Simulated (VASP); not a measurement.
Input of a VASP 6.6.1 run:

File INCAR:

```
SYSTEM = Ta2AlF3
PREC = Accurate
ENCUT = 600
EDIFF = 1E-6
ISMEAR = 0
SIGMA = 0.1
LREAL = .False.
LASPH = .True.
NELM = 100
ALGO = Normal
ISIF = 3
LWAVE = .False.
LCHARG = .False.
GGA = PE
IBRION = 2
NSW = 100
EDIFFG = -0.01
```

KPOINTS

```
Automatic mesh
0
Gamma
  6 6 14
  0 0 0
```

The input POSCAR:

```
Ta2AlF3
1.0
    6.4467375711      0.0000000000      0.0000000000
   -3.2233687856      5.5830385081      0.0000000000
    0.0000000000      0.0000000000      2.5768615351
Ta Al F
2 1 3
Direct
    0.3333333333      0.6666666667      0.5000000000
    0.6666666667      0.3333333333      0.5000000000
    0.0000000000      0.0000000000      0.5000000000
    0.3397884271      0.0000000000      0.5000000000
    0.0000000000      0.3397884271      0.5000000000
    0.6602115729      0.6602115729      0.5000000000
```

Potentials or basis: VASP PAW PBE potentials, release 64 (Ta_pv, Al, F).

Command:

```console
$ cat potpaw_PBE.64/Ta_pv/POTCAR potpaw_PBE.64/Al/POTCAR potpaw_PBE.64/F/POTCAR > POTCAR
$ mpirun -np 1 vasp_std > vasp.out
```

(1) Estimate the relaxed cell.

(2) Estimate the relaxed volume.

(3) Predict the space group after relaxing (to 0.1 Å).

Answers

(1) a = 6.449 Å, b = 6.449 Å, c = 2.595 Å, α = 90.00°, β = 90.00°, γ = 120.00°.

(2) 15.58 Å³/atom.

(3) P-62m (No. 189).
